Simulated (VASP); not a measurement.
C:

```
CELL_PARAMETERS angstrom
1.72773 0.00000 0.00000
0.00000 1.72773 0.00000
0.00000 0.00000 3.73569
ATOMIC_POSITIONS crystal
C 0.00000 0.00000 0.81370
C 0.00000 0.00000 0.18630
```

The cell was generated, and may not be a known phase.

| Item | Value |
| --- | --- |
| Program | VASP 6.6.1 |
| Task | relaxation of cell and atoms |
| Functional | PBE |
| Potentials or basis | VASP PAW PBE potentials, release 64 (C_h) |
| Cutoff | 1300 eV |
| k mesh | 10 × 10 × 6 |
| Occupations | gaussian, width 0.1 eV |
| Spin | no spin polarisation |

At the start: pressure 62.5 GPa; volume 5.58 Å³/atom.

Task: Where does the relaxation end?

Result: Over 23 steps the energy falls by 217.8 meV/atom and the volume is 7.11 Å³/atom (+27.6 %); space group P4/mmm (No. 123, to 0.1 Å) before and after.

The path:
```tsv
step	energy change (eV)	largest force (eV/Å)	pressure (GPa)	volume (Å³)
1	0.0000	4.1419	62.47	11.15
2	0.4908	0.3469	-49.04	14.98
3	0.1271	0.6919	-38.95	13.81
4	-0.1057	1.1895	-25.63	13.06
5	-0.3711	0.7180	1.67	12.08
6	-0.3655	0.3618	16.84	11.73
7	-0.3793	0.2979	7.49	11.94
8	-0.3793	0.2478	8.17	11.92
9	-0.3901	0.1355	-2.34	12.40
10	-0.3926	0.1691	0.72	12.25
11	-0.3967	0.1265	0.64	12.34
12	-0.4028	0.0438	0.47	12.54
13	-0.4140	0.0825	1.20	12.96
14	-0.4198	0.8047	5.91	13.79
15	-0.4248	0.1889	3.19	13.36
16	-0.4230	0.6293	5.14	13.66
17	-0.4253	0.3836	4.06	13.50
18	-0.4275	0.3172	3.31	13.57
19	-0.4320	0.1574	1.27	13.80
20	-0.4344	0.0929	-2.16	14.27
21	-0.4345	0.0527	-1.65	14.20
22	-0.4349	0.0419	-1.25	14.20
23	-0.4356	0.0080	0.01	14.22
```

Final structure:
```cif
data_structure
_symmetry_space_group_name_H-M 'P 1'
_symmetry_Int_Tables_number 1
_cell_length_a 1.7883
_cell_length_b 1.7883
_cell_length_c 4.4478
_cell_angle_alpha 90.000
_cell_angle_beta 90.000
_cell_angle_gamma 90.000
_cell_volume 14.22
loop_
_atom_site_label
_atom_site_type_symbol
_atom_site_fract_x
_atom_site_fract_y
_atom_site_fract_z
_atom_site_occupancy
C1 C 0.00000 0.00000 0.83057 1
C2 C 0.00000 0.00000 0.16943 1
```

Caveat: the k points lie up to 0.35 Å⁻¹ apart in the final cell, too coarse for converged energies and pressures of a metal; the volume moved by over 15 % at a fixed basis, so the end points are rough.
